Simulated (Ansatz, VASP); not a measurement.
# Two plane-wave programs on TiAl2

Contents of INCAR:

```
SYSTEM = TiAl2
PREC = Accurate
ENCUT = 520
EDIFF = 1E-7
ISMEAR = 1
SIGMA = 0.1
LREAL = .FALSE.
LASPH = .TRUE.
NELM = 80
ALGO = Fast
ISIF = 2
LWAVE = .FALSE.
LCHARG = .TRUE.
GGA = PS
LELF = .TRUE.
LVHAR = .TRUE.
NBANDS = 27
```

Contents of KPOINTS:

```
regular mesh
0
G
  10 10 10
  0 0 0
```

Contents of POSCAR:

```
TiAl2
1.0
    1.9795500000     -6.0472000000      0.0000000000
    1.9795500000      6.0472000000      0.0000000000
    0.0000000000      0.0000000000      4.0315000000
Ti Al
2 4
Direct
    0.6490000000      0.3510000000      0.0000000000
    0.3510000000      0.6490000000      0.0000000000
    0.0000000000      0.0000000000      0.0000000000
    0.8240000000      0.1760000000      0.5000000000
    0.1760000000      0.8240000000      0.5000000000
    0.5000000000      0.5000000000      0.5000000000
```

Input for Ansatz:

```yaml
crystal:
  lattice:
    - [1.97955, -6.0472, 0.0]
    - [1.97955, 6.0472, 0.0]
    - [0.0, 0.0, 4.0315]
  atoms:
    - { symbol: Ti, position: [0.649, 0.351, 0.0] }
    - { symbol: Ti, position: [0.351, 0.649, 0.0] }
    - { symbol: Al, position: [0.0, 0.0, 0.0] }
    - { symbol: Al, position: [0.824, 0.176, 0.5] }
    - { symbol: Al, position: [0.176, 0.824, 0.5] }
    - { symbol: Al, position: [0.5, 0.5, 0.5] }
basis:
  ecutwfc: 420
kpoints:
  mp_grid: { grid: [10, 10, 10] }
hamiltonian:
  xc: pbesol
scf:
  occupations: { method: methfessel_paxton, width: 0.1 }
output:
  forces: true
  stress: true
  eigenvalues: true
  write_density: true
  write_potential: true
  elf: true
  volumetric_format: npy
```

Alike in both runs: task single point; functional PBEsol; k mesh 10 × 10 × 10; occupations methfessel-paxton of order 1, width 0.1 eV; no spin polarisation.

|  | VASP | Ansatz |
| --- | --- | --- |
| version | VASP 6.6.1 | Ansatz 0.2.0 |
| potentials or method | VASP PAW PBE potentials, release 64 (Ti_sv, Al), cutoff 520 eV | scalar-relativistic, plane waves, PAW |
| valence electrons in the cell | 36 | 36 |

|  | VASP | Ansatz | Ansatz less VASP |
| --- | --- | --- | --- |
| gap on the k mesh at the Fermi level (eV) | none | none | - |
| pressure (GPa) | -2.7 | -2.8 | -0.11 |
| traceless stress, the component that is largest in VASP (GPa) | 1.72 | 1.73 | +0.002 |
| rms of the force components (eV/Å) | 0.295 | 0.293 | -0.0020 |

VASP's potentials were made for PBE, not for PBEsol. Atom by atom the forces differ by 0.002 eV/Å (rms over components). A gap of «none» marks a metal or a gap that the smearing closes. The functional is the same, so the differences come from potentials, cutoffs and numerics.
